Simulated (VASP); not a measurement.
# MgSe (Fm-3m) in VASP: single point with PBE

Aim: the single point of MgSe with PBE.

Everything below comes from runs of VASP 6.6.1. Logs are shortened: lines on timing, memory, paths and dates and some standing lists are left out, and cuts for length are marked.

## Step 1: The cell of the first run

Symmetry: Fm-3m, No. 225, cubic system. Conventional cell: a = 5.359 Å, b = 5.359 Å, c = 5.359 Å, α = 90.00°, β = 90.00°, γ = 90.00°. Se (site symmetry m-3m) has 6 Mg at 2.68 Å within 3.5 Å. Within 3.5 Å of Mg (site symmetry m-3m) lie 6 Se at 2.68 Å.

## Step 2: Single point, PBE

The input, POSCAR:

```
MgSe
1.0
    0.0000000000      2.6795580000      2.6795580000
    2.6795580000      0.0000000000      2.6795580000
    2.6795580000      2.6795580000      0.0000000000
Se Mg
1 1
Direct
    0.5000000000      0.5000000000      0.5000000000
    0.0000000000      0.0000000000      0.0000000000
```

The input, INCAR.step1:

```
PREC = Accurate
ENCUT = 520
EDIFF = 1E-6
ISMEAR = -1
SIGMA = 0.1496
LREAL = F
LASPH = T
NELM = 120
ALGO = Normal
ISIF = 2
LWAVE = F
LCHARG = T
GGA = PE
NBANDS = 11
GGA_COMPAT = F
NEDOS = 2001
LORBIT = 11
```

The input, KPOINTS.step1:

```
Automatic mesh
0
Gamma
  8 8 8
```

The input, INCAR.step2:

```
PREC = Accurate
ENCUT = 520
EDIFF = 1E-6
ISMEAR = -5
SIGMA = 0.1496
LREAL = F
LASPH = T
NELM = 120
ALGO = Normal
ISIF = 2
LWAVE = F
LCHARG = F
GGA = PE
LORBIT = 11
NBANDS = 11
NEDOS = 2001
ICHARG = 11
GGA_COMPAT = F
```

The input, KPOINTS.step2:

```
Automatic mesh
0
Gamma
  12 12 12
```

Potentials or basis: VASP PAW PBE potentials, release 64 (Se, Mg).

On the command line:

```console
cat potpaw_PBE.64/Se/POTCAR potpaw_PBE.64/Mg/POTCAR > POTCAR
cp INCAR.step1 INCAR
cp KPOINTS.step1 KPOINTS
mpirun -np 1 vasp_std > vasp.out
cp INCAR.step2 INCAR
cp KPOINTS.step2 KPOINTS
mpirun -np 1 vasp_std > vasp.out
```

OUTCAR:

```text
PREC = Accurate
   ENCUT = 520
   EDIFF = 1E-6
   ISMEAR = -5
   LREAL = F
   LASPH = T
   NELM = 120
   ISIF = 2
   GGA = PE
   LORBIT = 11
   ICHARG = 11

 ion  position               nearest neighbor table
   1  0.500  0.500  0.500-   2 2.68   2 2.68   2 2.68   2 2.68   2 2.68   2 2.68
   2  0.000  0.000  0.000-   1 2.68   1 2.68   1 2.68   1 2.68   1 2.68   1 2.68

  LATTYP: Found a face centered cubic cell.
 ALAT       =     5.3591160000

  Lattice vectors:

 A1 = (   0.0000000000,   2.6795580000,   2.6795580000)
 A2 = (   2.6795580000,   0.0000000000,   2.6795580000)
 A3 = (   2.6795580000,   2.6795580000,   0.0000000000)

Analysis of symmetry for initial positions (statically):
=====================================================================
 Subroutine PRICEL returns:
 Original cell was already a primitive cell.

 Routine SETGRP: Setting up the symmetry group for a
 face centered cubic supercell.

 Subroutine GETGRP returns: Found 48 space group operations
 (whereof 48 operations were pure point group operations)
 out of a pool of 48 trial point group operations.

The static configuration has the point symmetry O_h .

Analysis of symmetry for dynamics (positions and initial velocities):
=====================================================================
 Subroutine PRICEL returns:
 Original cell was already a primitive cell.

 Routine SETGRP: Setting up the symmetry group for a
 face centered cubic supercell.

 Subroutine GETGRP returns: Found 48 space group operations
 (whereof 48 operations were pure point group operations)
 out of a pool of 48 trial point group operations.

The dynamic configuration has the point symmetry O_h .

 Subroutine INISYM returns: Found 48 space group operations
 (whereof 48 operations are pure point group operations),
 and found     1 'primitive' translations

----------------------------------------------------------------------------------------

                                     Primitive cell

  volume of cell :      38.4786

  direct lattice vectors                    reciprocal lattice vectors
     0.000000000  2.679558000  2.679558000    -0.186597939  0.186597939  0.186597939
     2.679558000  0.000000000  2.679558000     0.186597939 -0.186597939  0.186597939
     2.679558000  2.679558000  0.000000000     0.186597939  0.186597939 -0.186597939

  length of vectors
[... 98 lines left out ...]
   EFERMI =   0.00;   METHOD = LEGACY
   ISMEAR =    -5;   SIGMA  =   0.15  broadening in eV -4-tet -1-fermi 0-gaus
   EFERMI_NEDOS =   21; number of points for ismear=-14 and -15
   IALGO  =     38    algorithm
   IMIX   =      4    mixing-type and parameters
     AMIX     =   0.40;   BMIX     =  1.00
     AMIX_MAG =   1.60;   BMIX_MAG =  1.00
  volume/ion in A,a.u.               =      19.24       129.83
  Fermi-wavevector in a.u.,A,eV,Ry     =   0.969836  1.832724 12.797395  0.940582
  Thomas-Fermi vector in A             =   2.099922
   LORBIT       =     11    0 simple, 1 ext, 2 COOP (PROOUT), +10 PAW based schemes
   GGA     = PE    functional components
   LHFCALC =     F    Hartree Fock is set to
   AEXX    =    0.0000 exact exchange contribution
   IVDW    =     0    specifies the selected vdW correction
   LEPSILON=     F    determine dielectric tensor
   LRPA    =     F    only Hartree local field effects (RPA)
 non-spin polarized calculation
 Fermi weights with tetrahedron method with Bloechl corrections
  energy-cutoff  :      520.00
  volume of cell :       38.48
 maximum number of plane-waves:      1056

 number of electron       8.0000001 magnetization

 Free energy of the ion-electron system (eV)
  ---------------------------------------------------
  ext. energy  EPLUGINS =         0.00000000
  ---------------------------------------------------
  free energy    TOTEN  =        -7.43658940 eV

  energy without entropy =       -7.43658940  energy(sigma->0) =       -7.43658940

 E-fermi :   3.6848     XC(G=0):  -9.6978

 val. band max:        3.6731262135   @ k =   0.0000   0.0000   0.0000
 cond. band min:       5.5604407517   @ k =   0.5000   0.5000   0.0000
 fundamental gap:      1.8873145382
 Fermi energy:         3.6848157124

 k-point     1 :       0.0000    0.0000    0.0000
  band No.  band energies     occupation
      1      -9.5671      2.00000
      2       3.6731      2.00000
      3       3.6731      2.00000
      4       3.6731      2.00000
      5       6.6279      0.00000
      6      11.0604      0.00000
      7      11.0604      0.00000
      8      11.0604      0.00000
      9      13.7332      0.00000
     10      13.7332      0.00000
     11      14.7062      0.00000
[... 309 lines left out ...]
 k-point    24 :      -0.4167    0.1667    0.0000
  band No.  band energies     occupation
      1      -8.2104      2.00000
      2      -1.2152      2.00000
      3       1.6865      2.00000
      4       2.7720      2.00000
      5       8.2084      0.00000
      6       9.6222      0.00000
      7      10.6264      0.00000
      8      13.6941      0.00000
      9      14.9864      0.00000
     10      15.9268      0.00000
     11      16.2389      0.00000

 [... further k-points ...]

------------------------ aborting loop because EDIFF is reached ----------------------------------------

  FORCE on cell =-STRESS in cart. coord.  units (eV):
  Direction    XX          YY          ZZ          XY          YZ          ZX
  --------------------------------------------------------------------------------------
  -------------------------------------------------------------------------------------
  Total        1.3886045      1.3886045      1.3886045      0.0000000      0.0000000      0.0000000
  in kB       57.8188809     57.8188809     57.8188809      0.0000000      0.0000000      0.0000000
  external PRESSURE =      57.8188809 kB  Pullay stress =       0.0000000 kB

 VOLUME and BASIS-vectors are now :
 -----------------------------------------------------------------------------
  energy-cutoff  :      520.00
  volume of cell :       38.48
      direct lattice vectors                 reciprocal lattice vectors
     0.000000000  2.679558000  2.679558000    -0.186597939  0.186597939  0.186597939
     2.679558000  0.000000000  2.679558000     0.186597939 -0.186597939  0.186597939
     2.679558000  2.679558000  0.000000000     0.186597939  0.186597939 -0.186597939

 POSITION                                       TOTAL-FORCE (eV/Angst)
 -----------------------------------------------------------------------------------
      2.67956      2.67956      2.67956         0.000000     -0.000000     -0.000000
      0.00000      0.00000      0.00000        -0.000000      0.000000      0.000000
 -----------------------------------------------------------------------------------
    total drift:                                0.000000      0.000000      0.000000

  FREE ENERGIE OF THE ION-ELECTRON SYSTEM (eV)
  ---------------------------------------------------
  free  energy   TOTEN  =        -7.4365894040 eV

  energy  without entropy=       -7.4365894040  energy(sigma->0) =       -7.43658940

 total charge

# of ion       s       p       d       tot
------------------------------------------
    1        1.434   2.537   0.014   3.985
    2        0.146   0.133   0.039   0.317
--------------------------------------------------
tot          1.580   2.670   0.053   4.303
```

OSZICAR.step1:

```text
N       E                     dE             d eps       ncg     rms          rms(c)
DAV:   1     0.238958406112E+02    0.23896E+02   -0.34678E+03   646   0.594E+02
DAV:   2    -0.624734083023E+01   -0.30143E+02   -0.28509E+02   769   0.959E+01
DAV:   3    -0.771006688383E+01   -0.14627E+01   -0.14598E+01   809   0.232E+01
DAV:   4    -0.771718494288E+01   -0.71181E-02   -0.71177E-02   721   0.184E+00
DAV:   5    -0.771722498853E+01   -0.40046E-04   -0.40046E-04   788   0.142E-01    0.308E+00
DAV:   6    -0.747689211818E+01    0.24033E+00   -0.40286E-01   698   0.244E+00    0.198E+00
DAV:   7    -0.743620055939E+01    0.40692E-01   -0.19842E-01   725   0.183E+00    0.966E-01
DAV:   8    -0.743609585753E+01    0.10470E-03   -0.87995E-03   704   0.502E-01    0.252E-01
DAV:   9    -0.743601686489E+01    0.78993E-04   -0.24743E-04   716   0.870E-02    0.110E-01
DAV:  10    -0.743602872134E+01   -0.11856E-04   -0.10349E-04   719   0.452E-02    0.223E-02
DAV:  11    -0.743602591096E+01    0.28104E-05   -0.17313E-05   740   0.169E-02    0.494E-03
DAV:  12    -0.743602610541E+01   -0.19446E-06   -0.54690E-07   376   0.452E-03
   1 F= -.74360261E+01 E0= -.74359483E+01  d E =-.155518E-03
```

It took 46 s on 1 thread of AMD EPYC 7R13, shared host; peak memory 0.14 GiB.

What came out:

```
Valence electrons inside the program's atomic spheres : Se 3.98; Mg 0.32
```

Levels at points of the mesh, in eV from the valence-band top:
```tsv
k point	band 1	band 2	band 3	band 4	band 5	band 6	band 7	band 8	band 9
(0.00, 0.00, 0.00)	-13.24	0.00	0.00	0.00	2.95	7.39	7.39	7.39	10.06
(0.50, 0.00, 0.00)	-11.99	-5.24	-0.65	-0.65	3.89	6.16	6.16	9.01	11.83
(0.50, 0.50, 0.00)	-11.63	-4.55	-1.92	-1.92	1.89	3.80	12.26	12.67	12.67
```
